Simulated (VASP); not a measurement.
# In2TeS (P4/mmm) in VASP: single point with PBE

Aim: the single point of In2TeS with PBE.

All numbers are computed with VASP 6.6.1; they aren't measurements. Logs are shortened: lines on timing, memory, paths and dates and some standing lists are left out, and cuts for length are marked.

### Step 1. The cell of the first run

It takes space group P4/mmm (No. 123, tetragonal). Conventional cell: a = 4.277 Å, b = 4.277 Å, c = 5.994 Å, α = 90.00°, β = 90.00°, γ = 90.00°. Within 3.9 Å of In (site symmetry 4/mmm) lie 2 Te at 3.00 Å and 4 S at 3.02 Å. In (site symmetry 4/mmm) has 2 S at 3.00 Å and 4 Te at 3.02 Å within 3.9 Å. Within 3.9 Å of Te (site symmetry 4/mmm) lie 6 In at 3.00 to 3.02 Å. S (site symmetry 4/mmm) has 6 In at 3.00 to 3.02 Å within 3.9 Å.

### Step 2. Single point, PBE

File INCAR:

```
SYSTEM = In2TeS
  PREC = Accurate
  ENCUT = 520
  EDIFF = 1E-7
  ISMEAR = -1
  SIGMA = 0.15
  LREAL = .FALSE.
  LASPH = .TRUE.
  NELM = 60
  ALGO = Normal
  ISIF = 2
  LWAVE = .FALSE.
  LCHARG = .FALSE.
  GGA = PE
  NBANDS = 27
```

File KPOINTS:

```
regular mesh
0
G
  10 10 8
  0 0 0
```

File POSCAR:

```
In2TeS
1.0
    4.2770815696      0.0000000000      0.0000000000
    0.0000000000      4.2770815696      0.0000000000
    0.0000000000      0.0000000000      5.9939679140
In Te S
2 1 1
Direct
    0.0000000000      0.0000000000      0.0000000000
    0.5000000000      0.5000000000      0.5000000000
    0.0000000000      0.0000000000      0.5000000000
    0.5000000000      0.5000000000      0.0000000000
```

Potentials or basis: VASP PAW PBE potentials, release 64 (In_d, Te, S).

Run with:

```console
$ cat potpaw_PBE.64/In_d/POTCAR potpaw_PBE.64/Te/POTCAR potpaw_PBE.64/S/POTCAR > POTCAR
$ mpirun -np 1 vasp_std > vasp.out
```

OUTCAR:

```text
SYSTEM = In2TeS
   PREC = Accurate
   ENCUT = 520
   EDIFF = 1E-7
   ISMEAR = -1
   LREAL = .FALSE.
   LASPH = .TRUE.
   NELM = 60
   ISIF = 2
   GGA = PE

 ion  position               nearest neighbor table
   1  0.000  0.000  0.000-   3 3.00   3 3.00   4 3.02   4 3.02   4 3.02   4 3.02
   2  0.500  0.500  0.500-   4 3.00   4 3.00   3 3.02   3 3.02   3 3.02   3 3.02
   3  0.000  0.000  0.500-   1 3.00   1 3.00   2 3.02   2 3.02   2 3.02   2 3.02
   4  0.500  0.500  0.000-   2 3.00   2 3.00   1 3.02   1 3.02   1 3.02   1 3.02

  LATTYP: Found a simple tetragonal cell.
 ALAT       =     4.2770815696
 C/A-ratio  =     1.4014153849

  Lattice vectors:

 A1 = (   4.2770815696,   0.0000000000,   0.0000000000)
 A2 = (   0.0000000000,   4.2770815696,   0.0000000000)
 A3 = (   0.0000000000,   0.0000000000,   5.9939679140)

Analysis of symmetry for initial positions (statically):
=====================================================================
 Subroutine PRICEL returns:
 Original cell was already a primitive cell.

 Routine SETGRP: Setting up the symmetry group for a
 simple tetragonal supercell.

 Subroutine GETGRP returns: Found 16 space group operations
 (whereof 16 operations were pure point group operations)
 out of a pool of 16 trial point group operations.

The static configuration has the point symmetry D_4h.

Analysis of symmetry for dynamics (positions and initial velocities):
=====================================================================
 Subroutine PRICEL returns:
 Original cell was already a primitive cell.

 Routine SETGRP: Setting up the symmetry group for a
 simple tetragonal supercell.

 Subroutine GETGRP returns: Found 16 space group operations
 (whereof 16 operations were pure point group operations)
 out of a pool of 16 trial point group operations.

The dynamic configuration has the point symmetry D_4h.

 Subroutine INISYM returns: Found 16 space group operations
 (whereof 16 operations are pure point group operations),
 and found     1 'primitive' translations

----------------------------------------------------------------------------------------

                                     Primitive cell

  volume of cell :     109.6502

  direct lattice vectors                    reciprocal lattice vectors
     4.277081570  0.000000000  0.000000000     0.233804285  0.000000000  0.000000000
     0.000000000  4.277081570  0.000000000     0.000000000  0.233804285  0.000000000
     0.000000000  0.000000000  5.993967914     0.000000000  0.000000000  0.166834393

  length of vectors
     4.277081570  4.277081570  5.993967914     0.233804285  0.233804285  0.166834393

  position of ions in fractional coordinates (direct lattice)
     0.000000000  0.000000000  0.000000000
     0.500000000  0.500000000  0.500000000
     0.000000000  0.000000000  0.500000000
     0.500000000  0.500000000  0.000000000

  ion indices of the primitive-cell ions
   primitive index   ion index
                 1           1
                 2           2
                 3           3
                 4           4

----------------------------------------------------------------------------------------

 KPOINTS: regular mesh

Automatic generation of k-mesh.
 Grid dimensions read from file:
 generate k-points for:   10   10    8

 Generating k-lattice:

  Cartesian coordinates                     Fractional coordinates (reciprocal lattice)
     0.023380429  0.000000000  0.000000000     0.100000000  0.000000000  0.000000000
     0.000000000  0.023380429  0.000000000     0.000000000  0.100000000  0.000000000
     0.000000000  0.000000000  0.020854299     0.000000000  0.000000000  0.125000000

  Length of vectors
     0.023380429  0.023380429  0.020854299

  Shift w.r.t. Gamma in fractional coordinates (k-lattice)
     0.000000000  0.000000000  0.000000000

 Subroutine IBZKPT returns following result:
 ===========================================

 Found    105 irreducible k-points:

 Following reciprocal coordinates:
            Coordinates               Weight
  0.000000  0.000000  0.000000      1.000000
  0.100000  0.000000  0.000000      4.000000
  0.200000  0.000000  0.000000      4.000000
  0.300000  0.000000  0.000000      4.000000
  0.400000  0.000000  0.000000      4.000000
  0.500000  0.000000  0.000000      2.000000
[... 16 lines left out ...]
  0.100000  0.000000  0.125000      8.000000
  0.200000  0.000000  0.125000      8.000000
 [... further k-points ...]
   k-points           NKPTS =    105   k-points in BZ     NKDIM =    105   number of bands    NBANDS=     27
   number of dos      NEDOS =    301   number of ions     NIONS =      4
   total plane-waves  NPLWV =  49152
   dimension x,y,z NGX =    32 NGY =   32 NGZ =   48
   dimension x,y,z NGXF=    64 NGYF=   64 NGZF=   96
   ions per type =               2   1   1
   NGX,Y,Z   is equivalent  to a cutoff of  12.44, 12.44, 13.31 a.u.
   NGXF,Y,Z  is equivalent  to a cutoff of  24.88, 24.88, 26.63 a.u.
 SYSTEM =  In2TeS
   PREC   = accura    normal or accurate (medium, high low for compatibility)
   ISTART =      0    job   : 0-new  1-cont  2-samecut
   ICHARG =      2    charge: 1-file 2-atom 10-const
   ISPIN  =      1    spin polarized calculation?
   LNONCOLLINEAR =      F non collinear calculations
   LSORBIT =      F    spin-orbit coupling
   LASPH  =      T    aspherical Exc in radial PAW
   ENCUT  =  520.0 eV  38.22 Ry    6.18 a.u.   7.95  7.95 11.14*2*pi/ulx,y,z
   NELM   =     60;   NELMIN=  2; NELMDL= -5     # of ELM steps
   EDIFF  = 0.1E-06   stopping-criterion for ELM
   LREAL  =      F    real-space projection
   EDIFFG = 0.1E-05   stopping-criterion for IOM
   NSW    =      0    number of steps for IOM
   IBRION =     -1    ionic relax: 0-MD 1-quasi-New 2-CG
   NFREE  =      0    steps in history (QN), initial steepest desc. (CG)
   ISIF   =      2    stress and relaxation
   ISYM   =      2    0-nonsym 1-usesym 2-fastsym
   POTIM  = 0.5000    time-step for ionic-motion
   TEBEG  =    0.0;   TEEND  =   0.0 temperature during run
   PSTRESS=    0.0 pullay stress
   NELECT =      38.0000    total number of electrons
   NUPDOWN=      -1.0000    fix difference up-down
   EMIN   =  10.00;   EMAX   =-10.00  energy-range for DOS
   EFERMI =   0.00;   METHOD = LEGACY
   ISMEAR =    -1;   SIGMA  =   0.15  broadening in eV -4-tet -1-fermi 0-gaus
   EFERMI_NEDOS =   21; number of points for ismear=-14 and -15
   IALGO  =     38    algorithm
   IMIX   =      4    mixing-type and parameters
     AMIX     =   0.40;   BMIX     =  1.00
     AMIX_MAG =   1.60;   BMIX_MAG =  1.00
  volume/ion in A,a.u.               =      27.41       184.99
  Fermi-wavevector in a.u.,A,eV,Ry     =   1.149916  2.173027 17.991083  1.322307
  Thomas-Fermi vector in A             =   2.286583
   LORBIT       =      0    0 simple, 1 ext, 2 COOP (PROOUT), +10 PAW based schemes
   GGA     = PE    functional components
   LHFCALC =     F    Hartree Fock is set to
   AEXX    =    0.0000 exact exchange contribution
   IVDW    =     0    specifies the selected vdW correction
   LEPSILON=     F    determine dielectric tensor
   LRPA    =     F    only Hartree local field effects (RPA)
 non-spin polarized calculation
  energy-cutoff  :      520.00
  volume of cell :      109.65
 maximum number of plane-waves:      2992
 NGX is ok and might be reduce to    32
   NGX = 15   NGY = 15   NGZ = 23

 number of electron      38.0000015 magnetization

 Free energy of the ion-electron system (eV)
  ---------------------------------------------------
  ext. energy  EPLUGINS =         0.00000000
  ---------------------------------------------------
  free energy    TOTEN  =       -13.59455514 eV

  energy without entropy =      -13.47679357  energy(sigma->0) =      -13.53567436

 E-fermi :   6.2180     XC(G=0):  -9.5523

 val. band max:        6.1873382091   @ k =   0.4000   0.2000   0.3750
 cond. band min:       6.2429604721   @ k =   0.2000   0.0000   0.5000
 fundamental gap:      0.0556222630
 Fermi energy:         6.2179799720

 k-point     1 :       0.0000    0.0000    0.0000
  band No.  band energies     occupation
      1      -8.6352      2.00000
      2      -8.4911      2.00000
      3      -8.4846      2.00000
      4      -8.4212      2.00000
      5      -8.4212      2.00000
      6      -8.3761      2.00000
[... 19 lines left out ...]
     26      12.4012      0.00000
     27      12.6238      0.00000

 k-point     2 :       0.1000    0.0000    0.0000
  band No.  band energies     occupation
      1      -8.6247      2.00000
      2      -8.4954      2.00000
      3      -8.4819      2.00000
      4      -8.4223      2.00000
      5      -8.4207      2.00000
      6      -8.3772      2.00000
[... 19 lines left out ...]
     26      12.5864      0.00000
     27      12.6259      0.00000

 k-point     3 :       0.2000    0.0000    0.0000
  band No.  band energies     occupation
      1      -8.5961      2.00000
      2      -8.5064      2.00000
      3      -8.4748      2.00000
      4      -8.4252      2.00000
      5      -8.4193      2.00000
      6      -8.3819      2.00000
[... 19 lines left out ...]
     26      12.3061      0.00000
     27      12.6619      0.00000

 k-point     4 :       0.3000    0.0000    0.0000
  band No.  band energies     occupation
      1      -8.5573      2.00000
      2      -8.5199      2.00000
      3      -8.4653      2.00000
      4      -8.4288      2.00000
      5      -8.4176      2.00000
      6      -8.3928      2.00000
[... 19 lines left out ...]
     26      12.6053      0.00000
     27      12.7186      0.00000
[... 516 lines left out ...]
      4      -8.4206      2.00000
      5      -8.4206      2.00000
      6      -8.3778      2.00000
[... 19 lines left out ...]
     26      12.8699      0.00000
     27      12.8768      0.00000

 k-point    23 :       0.1000    0.0000    0.1250
  band No.  band energies     occupation
      1      -8.6136      2.00000
      2      -8.4954      2.00000
      3      -8.4818      2.00000
      4      -8.4219      2.00000
      5      -8.4202      2.00000
      6      -8.3783      2.00000
[... 19 lines left out ...]
     26      12.5591      0.00000
     27      12.7154      0.00000

 k-point    24 :       0.2000    0.0000    0.1250
  band No.  band energies     occupation
      1      -8.5857      2.00000
      2      -8.5065      2.00000
      3      -8.4747      2.00000
      4      -8.4253      2.00000
      5      -8.4192      2.00000
      6      -8.3812      2.00000
[... 19 lines left out ...]
     26      12.1441      0.00000
     27      12.6773      0.00000

 [... further k-points ...]

------------------------ aborting loop because EDIFF is reached ----------------------------------------

  FORCE on cell =-STRESS in cart. coord.  units (eV):
  Direction    XX          YY          ZZ          XY          YZ          ZX
  --------------------------------------------------------------------------------------
  -------------------------------------------------------------------------------------
  Total       -0.0192992     -0.0192992     -0.0212152      0.0000000      0.0000000     -0.0000000
  in kB       -0.2819944     -0.2819944     -0.3099906      0.0000000      0.0000000     -0.0000000
  external PRESSURE =      -0.2913265 kB  Pullay stress =       0.0000000 kB

 VOLUME and BASIS-vectors are now :
 -----------------------------------------------------------------------------
  energy-cutoff  :      520.00
  volume of cell :      109.65
      direct lattice vectors                 reciprocal lattice vectors
     4.277081570  0.000000000  0.000000000     0.233804285  0.000000000  0.000000000
     0.000000000  4.277081570  0.000000000     0.000000000  0.233804285  0.000000000
     0.000000000  0.000000000  5.993967914     0.000000000  0.000000000  0.166834393

 POSITION                                       TOTAL-FORCE (eV/Angst)
 -----------------------------------------------------------------------------------
      0.00000      0.00000      0.00000         0.000000      0.000000      0.000000
      2.13854      2.13854      2.99698         0.000000      0.000000      0.000000
      0.00000      0.00000      2.99698         0.000000      0.000000      0.000000
      2.13854      2.13854      0.00000         0.000000      0.000000      0.000000
 -----------------------------------------------------------------------------------
    total drift:                                0.000000      0.000000     -0.000000

  FREE ENERGIE OF THE ION-ELECTRON SYSTEM (eV)
  ---------------------------------------------------
  free  energy   TOTEN  =       -13.5945551395 eV

  energy  without entropy=      -13.4767935713  energy(sigma->0) =      -13.53567436
```

Run time: 4 min. Hardware: 1 thread of Intel Xeon Platinum 8259CL at 2.50GHz (Skylake/Cascade Lake), shared host; peak memory 0.43 GiB.

What came out:

```
Free energy            : -13.5946 eV
Pressure               : 0.0 GPa
Band gap on the k mesh : zero (bands 19 and 20 overlap by 4.15 eV)
```

Levels at points of the mesh, in eV from the Fermi level:
```
           k point  band 15  band 16  band 17  band 18  band 19  band 20  band 21  band 22  band 23  band 24
(0.00, 0.00, 0.00)    -3.21    -3.21    -2.45    -1.86    -1.78    -1.78     3.24     5.69     5.81     5.81
(0.50, 0.00, 0.00)    -3.78    -3.31    -1.80    -1.59     0.31     1.01     2.35     2.62     2.73     3.62
(0.50, 0.50, 0.00)    -3.99    -3.44    -3.32    -3.06    -3.06    -3.02     3.38     3.38     5.89     5.89
(0.00, 0.00, 0.50)    -2.68    -2.68    -2.42    -2.42    -0.71    -0.08     3.34     3.72     3.72     4.77
(0.50, 0.00, 0.50)    -1.70    -1.65    -1.51    -1.44     0.74     1.57     2.17     2.18     2.30     2.33
(0.50, 0.50, 0.50)    -4.67    -4.67    -3.80    -3.80    -0.31     0.88     2.88     3.15     4.40     4.40
```

Caveat: spin-orbit coupling is left out, which moves the levels of the heavy elements.
